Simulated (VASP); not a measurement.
# Nb (R-3m) in VASP: notebook

The runs below take Nb through electric field gradients, with LDA.

All numbers are computed with VASP 6.6.1; they aren't measurements. Logs are shortened: lines on timing, memory, paths and dates and some standing lists are left out, and cuts for length are marked.

## Step 1: The cell of the first run

The structure is trigonal, space group R-3m (No. 166). Conventional cell: a = 3.021 Å, b = 3.021 Å, c = 7.180 Å, α = 90.00°, β = 90.00°, γ = 120.00°. Nb (site symmetry -3m) has 12 Nb at 2.96 to 3.02 Å within 3.9 Å.

## Step 2: Electric field gradients, LDA (equal xy, yz and zx shear strains of -2 %)

INCAR reads:

```
PREC     = Accurate       # precision mode
ENCUT    = 520            # plane-wave cutoff, eV
EDIFF    = 1E-8           # SCF threshold, eV
ISMEAR   = -1             # smearing method
SIGMA    = 0.03           # smearing width, eV
LREAL    = F              # projectors in reciprocal space
LASPH    = T              # aspherical terms in the spheres
NELM     = 60             # most SCF steps
ALGO     = Normal         # electronic algorithm
ISIF     = 2              # what is computed and relaxed
LWAVE    = F              # write WAVECAR
LCHARG   = F              # write CHGCAR
LEFG     = T            
NBANDS   = 12             # bands
```

KPOINTS reads:

```
regular mesh
0
Gamma
  13 13 13
```

POSCAR reads:

```
Nb
1.0
   -0.0423000000      2.0938500000      2.0938500000
    2.0938500000     -0.0423000000      2.0938500000
    2.0938500000      2.0938500000     -0.0423000000
Nb
1
Direct
    0.0000000000      0.0000000000      0.0000000000
```

Potentials or basis: VASP PAW LDA potentials, release 64 (Nb_sv).

The run is started by

```bash
$ cat potpaw_LDA.64/Nb_sv/POTCAR > POTCAR
$ mpirun -np 1 vasp_std > vasp.out
```

OUTCAR:

```text
PREC = Accurate
   ENCUT = 520
   EDIFF = 1E-8
   ISMEAR = -1
   LREAL = F
   LASPH = T
   NELM = 60
   ISIF = 2

 ion  position               nearest neighbor table
   1  0.000  0.000  0.000-

  LATTYP: Found a trigonal (rhomboedric) cell.
 ALAT       =     2.9614531796
 COS(alpha) =     0.4797000918

  Lattice vectors:

 A1 = (  -0.0423000000,   2.0938500000,   2.0938500000)
 A2 = (   2.0938500000,  -0.0423000000,   2.0938500000)
 A3 = (   2.0938500000,   2.0938500000,  -0.0423000000)

Analysis of symmetry for initial positions (statically):
=====================================================================
 Subroutine PRICEL returns:
 Original cell was already a primitive cell.

 Routine SETGRP: Setting up the symmetry group for a
 trigonal (rhombohedral) supercell.

 Subroutine GETGRP returns: Found 12 space group operations
 (whereof 12 operations were pure point group operations)
 out of a pool of 12 trial point group operations.

The static configuration has the point symmetry D_3d.

Analysis of symmetry for dynamics (positions and initial velocities):
=====================================================================
 Subroutine PRICEL returns:
 Original cell was already a primitive cell.

 Routine SETGRP: Setting up the symmetry group for a
 trigonal (rhombohedral) supercell.

 Subroutine GETGRP returns: Found 12 space group operations
 (whereof 12 operations were pure point group operations)
 out of a pool of 12 trial point group operations.

The dynamic configuration has the point symmetry D_3d.

 Subroutine INISYM returns: Found 12 space group operations
 (whereof 12 operations are pure point group operations),
 and found     1 'primitive' translations

----------------------------------------------------------------------------------------

                                     Primitive cell

  volume of cell :      18.9160

  direct lattice vectors                    reciprocal lattice vectors
    -0.042300000  2.093850000  2.093850000    -0.231677532  0.236454388  0.236454388
     2.093850000 -0.042300000  2.093850000     0.236454388 -0.231677532  0.236454388
     2.093850000  2.093850000 -0.042300000     0.236454388  0.236454388 -0.231677532

  length of vectors
     2.961453180  2.961453180  2.961453180     0.406811792  0.406811792  0.406811792

  position of ions in fractional coordinates (direct lattice)
     0.000000000  0.000000000  0.000000000

  ion indices of the primitive-cell ions
   primitive index   ion index
                 1           1

----------------------------------------------------------------------------------------

 KPOINTS: regular mesh

Automatic generation of k-mesh.
 Grid dimensions read from file:
 generate k-points for:   13   13   13

 Generating k-lattice:

  Cartesian coordinates                     Fractional coordinates (reciprocal lattice)
    -0.017821349  0.018188799  0.018188799     0.076923077  0.000000000 -0.000000000
     0.018188799 -0.017821349  0.018188799     0.000000000  0.076923077 -0.000000000
     0.018188799  0.018188799 -0.017821349     0.000000000  0.000000000  0.076923077

  Length of vectors
     0.031293215  0.031293215  0.031293215

  Shift w.r.t. Gamma in fractional coordinates (k-lattice)
     0.000000000  0.000000000  0.000000000

 Subroutine IBZKPT returns following result:
 ===========================================

 Found    231 irreducible k-points:

 Following reciprocal coordinates:
            Coordinates               Weight
  0.000000  0.000000  0.000000      1.000000
  0.076923  0.000000  0.000000      6.000000
  0.153846 -0.000000  0.000000      6.000000
  0.230769 -0.000000  0.000000      6.000000
  0.307692 -0.000000  0.000000      6.000000
  0.384615  0.000000  0.000000      6.000000
[... 16 lines left out ...]
  0.384615  0.153846  0.000000     12.000000
  0.461538  0.153846  0.000000     12.000000
 [... further k-points ...]
   k-points           NKPTS =    231   k-points in BZ     NKDIM =    231   number of bands    NBANDS=     12
   number of dos      NEDOS =    301   number of ions     NIONS =      1
   total plane-waves  NPLWV =  13824
   dimension x,y,z NGX =    24 NGY =   24 NGZ =   24
   dimension x,y,z NGXF=    48 NGYF=   48 NGZF=   48
   ions per type =               1
   NGX,Y,Z   is equivalent  to a cutoff of  13.47, 13.47, 13.47 a.u.
   NGXF,Y,Z  is equivalent  to a cutoff of  26.95, 26.95, 26.95 a.u.
 SYSTEM =  unknown system
   PREC   = accura    normal or accurate (medium, high low for compatibility)
   ISTART =      0    job   : 0-new  1-cont  2-samecut
   ICHARG =      2    charge: 1-file 2-atom 10-const
   ISPIN  =      1    spin polarized calculation?
   LNONCOLLINEAR =      F non collinear calculations
   LSORBIT =      F    spin-orbit coupling
   LASPH  =      T    aspherical Exc in radial PAW
   ENCUT  =  520.0 eV  38.22 Ry    6.18 a.u.   5.51  5.51  5.51*2*pi/ulx,y,z
   NELM   =     60;   NELMIN=  2; NELMDL= -5     # of ELM steps
   EDIFF  = 0.1E-07   stopping-criterion for ELM
   LREAL  =      F    real-space projection
   EDIFFG = 0.1E-06   stopping-criterion for IOM
   NSW    =      0    number of steps for IOM
   IBRION =     -1    ionic relax: 0-MD 1-quasi-New 2-CG
   NFREE  =      0    steps in history (QN), initial steepest desc. (CG)
   ISIF   =      2    stress and relaxation
   ISYM   =      2    0-nonsym 1-usesym 2-fastsym
   POTIM  = 0.5000    time-step for ionic-motion
   TEBEG  =    0.0;   TEEND  =   0.0 temperature during run
   PSTRESS=    0.0 pullay stress
   NELECT =      13.0000    total number of electrons
   NUPDOWN=      -1.0000    fix difference up-down
   EMIN   =  10.00;   EMAX   =-10.00  energy-range for DOS
   EFERMI =   0.00;   METHOD = LEGACY
   ISMEAR =    -1;   SIGMA  =   0.03  broadening in eV -4-tet -1-fermi 0-gaus
   EFERMI_NEDOS =   21; number of points for ismear=-14 and -15
   IALGO  =     38    algorithm
   IMIX   =      4    mixing-type and parameters
     AMIX     =   0.40;   BMIX     =  1.00
     AMIX_MAG =   1.60;   BMIX_MAG =  1.00
  volume/ion in A,a.u.               =      18.92       127.65
  Fermi-wavevector in a.u.,A,eV,Ry     =   1.444705  2.730097 28.397723  2.087174
  Thomas-Fermi vector in A             =   2.562970
   LORBIT       =      0    0 simple, 1 ext, 2 COOP (PROOUT), +10 PAW based schemes
   GGA     = CA    functional components
   LHFCALC =     F    Hartree Fock is set to
   AEXX    =    0.0000 exact exchange contribution
   IVDW    =     0    specifies the selected vdW correction
   LEPSILON=     F    determine dielectric tensor
   LRPA    =     F    only Hartree local field effects (RPA)
 non-spin polarized calculation
  energy-cutoff  :      520.00
  volume of cell :       18.92
 maximum number of plane-waves:       531
 NGX is ok and might be reduce to    24
   NGX = 11   NGY = 11   NGZ = 11

 number of electron      13.0000000 magnetization

 Free energy of the ion-electron system (eV)
  ---------------------------------------------------
  ext. energy  EPLUGINS =         0.00000000
  ---------------------------------------------------
  free energy    TOTEN  =       -10.85324496 eV

  energy without entropy =      -10.84782119  energy(sigma->0) =      -10.85053307

 E-fermi :  10.6177     XC(G=0): -12.4665

 val. band max:       10.6149786394   @ k =  -0.1538   0.4615   0.0769
 cond. band min:      10.6184587834   @ k =   0.3846   0.2308   0.2308
 fundamental gap:      0.0034801440
 Fermi energy:        10.6176663018

 k-point     1 :       0.0000    0.0000    0.0000
  band No.  band energies     occupation
      1     -43.8281      2.00000
      2     -19.4098      2.00000
      3     -19.4098      2.00000
      4     -19.3304      2.00000
      5       4.4811      2.00000
      6      10.5872      1.46798
      7      10.5872      1.46798
      8      11.0603      0.00000
      9      13.3078      0.00000
     10      13.3078      0.00000
     11      22.5262      0.00000
     12      26.9754      0.00000

 k-point     2 :       0.0769    0.0000    0.0000
  band No.  band energies     occupation
      1     -43.8176      2.00000
      2     -19.4752      2.00000
      3     -19.4173      2.00000
      4     -19.3449      2.00000
      5       4.6964      2.00000
      6      10.4622      1.98884
      7      10.6717      0.28383
      8      11.1321      0.00000
      9      13.2254      0.00000
     10      13.2341      0.00000
     11      22.9487      0.00000
     12      26.2213      0.00000
[... 316 lines left out ...]
 k-point    24 :       0.4615    0.1538    0.0000
  band No.  band energies     occupation
      1     -43.6355      2.00000
      2     -20.4215      2.00000
      3     -19.6676      2.00000
      4     -19.5663      2.00000
      5       7.4748      2.00000
      6       9.6013      2.00000
      7      10.5640      1.71336
      8      11.5226      0.00000
      9      15.3166      0.00000
     10      15.7585      0.00000
     11      21.2191      0.00000
     12      24.1860      0.00000

 [... further k-points ...]
[... 5 lines left out ...]
  --------------------------------------------------------------------------------------
  -------------------------------------------------------------------------------------
  Total       -1.2480807     -1.2480807     -1.2480807     -0.0972367     -0.0972367     -0.0972367
  in kB     -105.7117611   -105.7117611   -105.7117611     -8.2358936     -8.2358936     -8.2358936
  external PRESSURE =    -105.7117611 kB  Pullay stress =       0.0000000 kB

 VOLUME and BASIS-vectors are now :
 -----------------------------------------------------------------------------
  energy-cutoff  :      520.00
  volume of cell :       18.92
      direct lattice vectors                 reciprocal lattice vectors
    -0.042300000  2.093850000  2.093850000    -0.231677532  0.236454388  0.236454388
     2.093850000 -0.042300000  2.093850000     0.236454388 -0.231677532  0.236454388
     2.093850000  2.093850000 -0.042300000     0.236454388  0.236454388 -0.231677532

 POSITION                                       TOTAL-FORCE (eV/Angst)
 -----------------------------------------------------------------------------------
      0.00000      0.00000      0.00000        -0.000000      0.000000     -0.000000
 -----------------------------------------------------------------------------------
    total drift:                                0.000000     -0.000000     -0.000000

  FREE ENERGIE OF THE ION-ELECTRON SYSTEM (eV)
  ---------------------------------------------------
  free  energy   TOTEN  =       -10.8532449574 eV

  energy  without entropy=      -10.8478211884  energy(sigma->0) =      -10.85053307

 Electric field gradients (V/A^2)
---------------------------------------------------------------------
 ion       V_xx      V_yy      V_zz      V_xy      V_xz      V_yz
---------------------------------------------------------------------
   1      -0.000    -0.000     0.000     2.927     2.927     2.927
---------------------------------------------------------------------

 Electric field gradients after diagonalization (V/A^2)
 (convention: |V_zz| > |V_xx| > |V_yy|)
----------------------------------------------------------------------
 ion       V_xx      V_yy      V_zz     asymmetry (V_yy - V_xx)/ V_zz
----------------------------------------------------------------------
   1      -2.927    -2.927     5.854       0.000
----------------------------------------------------------------------

           NMR quadrupolar parameters

 Cq : quadrupolar parameter    Cq=e*Q*V_zz/h
 eta: asymmetry parameters     (V_yy - V_xx)/ V_zz
 Q  : nuclear electric quadrupole moment in mb (millibarn)
----------------------------------------------------------------------
 ion       Cq(MHz)       eta       Q (mb)
----------------------------------------------------------------------
   1       0.014       0.000       1.000
----------------------------------------------------------------------
```

It took 46 s on 1 thread of AMD EPYC 7R43 (Zen 3), shared host; peak memory 0.13 GiB.

What came out:

| Property | Result |
| --- | --- |
| Free energy | -10.8532 eV |
| Pressure | -10.6 GPa |

Electric field gradients, principal values (V/Å²):
| atom | least | middle | greatest (by size) |
| --- | --- | --- | --- |
| 1 Nb | -2.927 | -2.927 | 5.854 |

Caveat: the cell differs from its parent crystal (equal xy, yz and zx shear strains of -2 %); without QUAD_EFG the Cq values of the log hold for a quadrupole moment of 1 mb, not for the nuclei.

## Step 3: Electric field gradients, LDA (equal xy, yz and zx shear strains of -1 %)

INCAR reads:

```
SYSTEM = Nb
PREC = Accurate ; ENCUT = 520
EDIFF = 1E-8 ; ISMEAR = -1
SIGMA = 0.03 ; LREAL = .FALSE.
LASPH = .TRUE. ; NELM = 60
ALGO = Normal ; ISIF = 2
LWAVE = .FALSE. ; LCHARG = .FALSE.
LEFG = .TRUE. ; NBANDS = 12
```

KPOINTS reads:

```
regular mesh
0
G
  13 13 13
  0 0 0
```

POSCAR reads:

```
Nb
1.0
   -0.0211500000      2.1044250000      2.1044250000
    2.1044250000     -0.0211500000      2.1044250000
    2.1044250000      2.1044250000     -0.0211500000
Nb
1
Direct
    0.0000000000      0.0000000000      0.0000000000
```

Potentials or basis: VASP PAW LDA potentials, release 64 (Nb_sv).

The run is started by

```bash
$ cat potpaw_LDA.64/Nb_sv/POTCAR > POTCAR
$ mpirun -np 1 vasp_std > vasp.out
```

OUTCAR:

```text
SYSTEM = Nb
   PREC = Accurate
   ENCUT = 520
   EDIFF = 1E-8
   ISMEAR = -1
   LREAL = .FALSE.
   LASPH = .TRUE.
   NELM = 60
   ISIF = 2

 ion  position               nearest neighbor table
   1  0.000  0.000  0.000-

  LATTYP: Found a trigonal (rhomboedric) cell.
 ALAT       =     2.9761815274
 COS(alpha) =     0.4899250057

  Lattice vectors:

 A1 = (  -0.0211500000,   2.1044250000,   2.1044250000)
 A2 = (   2.1044250000,  -0.0211500000,   2.1044250000)
 A3 = (   2.1044250000,   2.1044250000,  -0.0211500000)

Analysis of symmetry for initial positions (statically):
=====================================================================
 Subroutine PRICEL returns:
 Original cell was already a primitive cell.

 Routine SETGRP: Setting up the symmetry group for a
 trigonal (rhombohedral) supercell.

 Subroutine GETGRP returns: Found 12 space group operations
 (whereof 12 operations were pure point group operations)
[... 540 lines left out ...]

 VOLUME and BASIS-vectors are now :
 -----------------------------------------------------------------------------
  energy-cutoff  :      520.00
  volume of cell :       18.92
      direct lattice vectors                 reciprocal lattice vectors
    -0.021150000  2.104425000  2.104425000    -0.234042434  0.236418500  0.236418500
     2.104425000 -0.021150000  2.104425000     0.236418500 -0.234042434  0.236418500
     2.104425000  2.104425000 -0.021150000     0.236418500  0.236418500 -0.234042434

 POSITION                                       TOTAL-FORCE (eV/Angst)
 -----------------------------------------------------------------------------------
      0.00000      0.00000      0.00000        -0.000000      0.000000     -0.000000
 -----------------------------------------------------------------------------------
    total drift:                               -0.000000      0.000000      0.000000

  FREE ENERGIE OF THE ION-ELECTRON SYSTEM (eV)
  ---------------------------------------------------
  free  energy   TOTEN  =       -10.8506867913 eV

  energy  without entropy=      -10.8453788750  energy(sigma->0) =      -10.84803283

 Electric field gradients (V/A^2)
---------------------------------------------------------------------
 ion       V_xx      V_yy      V_zz      V_xy      V_xz      V_yz
---------------------------------------------------------------------
   1       0.000     0.000     0.000     1.067     1.067     1.067
---------------------------------------------------------------------

 Electric field gradients after diagonalization (V/A^2)
 (convention: |V_zz| > |V_xx| > |V_yy|)
----------------------------------------------------------------------
 ion       V_xx      V_yy      V_zz     asymmetry (V_yy - V_xx)/ V_zz
----------------------------------------------------------------------
   1      -1.067    -1.067     2.134       0.000
----------------------------------------------------------------------

           NMR quadrupolar parameters

 Cq : quadrupolar parameter    Cq=e*Q*V_zz/h
 eta: asymmetry parameters     (V_yy - V_xx)/ V_zz
 Q  : nuclear electric quadrupole moment in mb (millibarn)
----------------------------------------------------------------------
 ion       Cq(MHz)       eta       Q (mb)
----------------------------------------------------------------------
   1       0.005       0.000       1.000
----------------------------------------------------------------------
```

OSZICAR:

```text
N       E                     dE             d eps       ncg     rms          rms(c)
DAV:   1     0.122259062067E+03    0.12226E+03   -0.71602E+03  5568   0.108E+03
DAV:   2    -0.565828046947E+01   -0.12792E+03   -0.12305E+03  6052   0.407E+02
DAV:   3    -0.110280437940E+02   -0.53698E+01   -0.51002E+01  8228   0.738E+01
DAV:   4    -0.113699047305E+02   -0.34186E+00   -0.33790E+00  8112   0.158E+01
DAV:   5    -0.113816772983E+02   -0.11773E-01   -0.11767E-01  8320   0.272E+00    0.652E+00
DAV:   6    -0.109104954507E+02    0.47118E+00   -0.71121E-01  9012   0.106E+01    0.226E+00
DAV:   7    -0.108490105179E+02    0.61485E-01   -0.19349E-01  9184   0.533E+00    0.916E-01
DAV:   8    -0.108506303641E+02   -0.16198E-02   -0.11724E-02  6912   0.138E+00    0.410E-02
DAV:   9    -0.108506782096E+02   -0.47846E-04   -0.76433E-04  9312   0.298E-01    0.264E-02
DAV:  10    -0.108506867740E+02   -0.85644E-05   -0.11112E-05  7112   0.387E-02    0.148E-02
DAV:  11    -0.108506868447E+02   -0.70705E-07   -0.68143E-06  7780   0.422E-02    0.367E-03
DAV:  12    -0.108506868090E+02    0.35679E-07   -0.64195E-07  8752   0.101E-02    0.103E-03
DAV:  13    -0.108506867913E+02    0.17696E-07   -0.18527E-08  6448   0.210E-03    0.248E-04
DAV:  14    -0.108506867913E+02    0.21373E-10   -0.39174E-09  4480   0.594E-04
   1 F= -.10850687E+02 E0= -.10848033E+02  d E =-.530792E-02
```

It took 49 s on 1 thread of AMD EPYC 7R43 (Zen 3), shared host; peak memory 0.13 GiB.

Results:

- Free energy: -10.8507 eV
- Pressure: -10.4 GPa

Stress tensor (GPa, compression positive):
```
-10.45  -0.46  -0.46
 -0.46 -10.45  -0.46
 -0.46  -0.46 -10.45
```

Electric field gradients, principal values (V/Å²):
```
atom   least  middle  greatest (by size)
1 Nb  -1.067  -1.067               2.134
```

Caveat: the cell differs from its parent crystal (equal xy, yz and zx shear strains of -1 %); without QUAD_EFG the Cq values of the log hold for a quadrupole moment of 1 mb, not for the nuclei.

(Continued in part 2 of 3.)
